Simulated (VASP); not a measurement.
Wanted: the native input for a VASP 6.6.1 run.

* Task: single point
* Functional: HSE06
* Potentials or basis: VASP PAW PBE potentials, release 64 (Al)
* Cutoff: 520 eV
* k mesh: 8 × 8 × 6
* Occupations: gaussian, width 0.05 eV
* Spin: no spin polarisation
* Dipole correction: no
* Grid for exact exchange (PRECFOCK): Normal
* Further INCAR settings: ALGO = Normal; EDIFF = 1e-06; NBANDS = 10
* Screening parameter: 0.2079 1/Å

Al:

```
CELL_PARAMETERS angstrom
2.87923 0.00000 0.00000
-1.43962 2.49349 0.00000
0.00000 0.00000 4.60355
ATOMIC_POSITIONS crystal
Al 0.33333 0.66667 0.75000
Al 0.66667 0.33333 0.25000
```

One way to write it, as run:

POSCAR

```
Al
1.0
    2.8792333373      0.0000000000      0.0000000000
   -1.4396166687      2.4934892135      0.0000000000
    0.0000000000      0.0000000000      4.6035523602
Al
2
Direct
    0.3333333333      0.6666666667      0.7500000000
    0.6666666667      0.3333333333      0.2500000000
```

INCAR.step1

```
PREC = Accurate ; ENCUT = 520
EDIFF = 1E-5 ; ISMEAR = 0
SIGMA = 0.05 ; LREAL = False
LASPH = True ; NELM = 100
ALGO = Normal ; ISIF = 2
LWAVE = True ; LCHARG = False
NBANDS = 10 ; GGA = PE
```

INCAR.step2

```
PREC = Accurate ; ENCUT = 520
EDIFF = 1E-6 ; ISMEAR = 0
SIGMA = 0.05 ; LREAL = False
LASPH = True ; NELM = 100
ALGO = Normal ; ISIF = 2
LWAVE = False ; LCHARG = False
GGA = PE ; LHFCALC = True
HFSCREEN = 0.2079 ; PRECFOCK = Normal
NBANDS = 10 ; ISTART = 1
```

KPOINTS

```
Automatic mesh
0
Gamma
  8 8 6
```

Potentials or basis: VASP PAW PBE potentials, release 64 (Al).

Launch:

```bash
$ cat potpaw_PBE.64/Al/POTCAR > POTCAR
$ cp INCAR.step1 INCAR
$ mpirun -np 1 vasp_std > vasp.out
$ cp INCAR.step2 INCAR
$ mpirun -np 1 vasp_std > vasp.out
```

It gave:

- Pressure: -0.5 GPa
- Band gap on the k mesh: zero (band 3 reaches 13.04 eV, above the bottom of band 4 at 4.29 eV)

Caveat: the PAW data sets were made with another functional, which shifts forces and pressure a little.

Wall time 54 min on 1 thread of Oxide Virtual Turin-like Processor (shared host), peak memory 0.24 GiB.
